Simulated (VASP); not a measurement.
Runs of VASP 6.6.1 on As. The structure is that of space group Cmce (No. 64), or close to it. The cells are those of the table. 

```csv
cell,pressure (GPa),largest force (eV/Å)
"a = 6.064, b = 6.064, c = 4.797 Å, angles 90.0, 90.0, 144.5°, 4 atoms",-2.2,0.27
"a = 5.985, b = 5.985, c = 4.735 Å, angles 90.0, 90.0, 144.5°, 4 atoms",0.1,0.04
"a = 5.905, b = 5.905, c = 4.671 Å, angles 90.0, 90.0, 144.5°, 4 atoms",3.0,0.39
"a = 6.141, b = 6.141, c = 4.858 Å, angles 90.0, 90.0, 144.5°, 4 atoms",(a),0.53
```

Alike in all rows: task single point; level r2SCAN; potentials or basis VASP PAW PBE potentials, release 64 (As); no spin polarisation; k mesh 10 × 10 × 8; cutoff (eV) 520; smearing fermi-dirac 0.1 eV.

**Question.** Fill in the values left out.

**Answer.** (a) -4.1.

Caveats: the PAW data sets were made with another functional, which shifts forces and pressure a little; the cell stands under pressure (at least some runs); the cell stands under tension (at least some runs).
